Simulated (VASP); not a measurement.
Write the native input for VASP 6.6.1 that does the following.

```yaml
Task: single point
Functional: PBE
Dispersion: D3(BJ)
Potentials_or_basis: VASP PAW PBE potentials, release 64 (C)
Cutoff: 520 eV
k_mesh: 13 × 13 × 13
Occupations: fermi-dirac, width 0.05 eV
Spin: no spin polarisation
Dipole_correction: no
Further_INCAR_settings: ALGO = Normal; EDIFF = 1e-06; NBANDS = 11
```

The structure of C lies in POSCAR:

```
C
1.0
    0.0000000000      1.7469644787      1.7469644787
    1.7469644787      0.0000000000      1.7469644787
    1.7469644787      1.7469644787      0.0000000000
C
2
Direct
    0.7500000000      0.7500000000      0.7500000000
    0.5000000000      0.5000000000      0.5000000000
```

These files were run (other wordings do the same):

INCAR

```
SYSTEM = C
PREC = Accurate
ENCUT = 520
EDIFF = 1E-6
ISMEAR = -1
SIGMA = 0.05
LREAL = .FALSE.
LASPH = .TRUE.
NELM = 60
ALGO = Normal
ISIF = 2
LWAVE = .FALSE.
LCHARG = .FALSE.
GGA = PE
IVDW = 12
NBANDS = 11
```

KPOINTS

```
regular mesh
0
G
  13 13 13
  0 0 0
```

Potentials or basis: VASP PAW PBE potentials, release 64 (C).

Command:

```bash
$ cat potpaw_PBE.64/C/POTCAR > POTCAR
$ mpirun -np 1 vasp_std > vasp.out
```

It gave:

| Item | Value |
| --- | --- |
| Pressure | 27.1 GPa |
| Band gap on the k mesh | 4.28 eV, indirect (least direct gap 5.76 eV) |
| Dispersion energy per atom | -0.203 eV |

Run time: 5.6 s on 1 thread of AMD EPYC 9R45 96-Core Processor (Zen 5), on a shared host, peak memory 0.1 GiB.
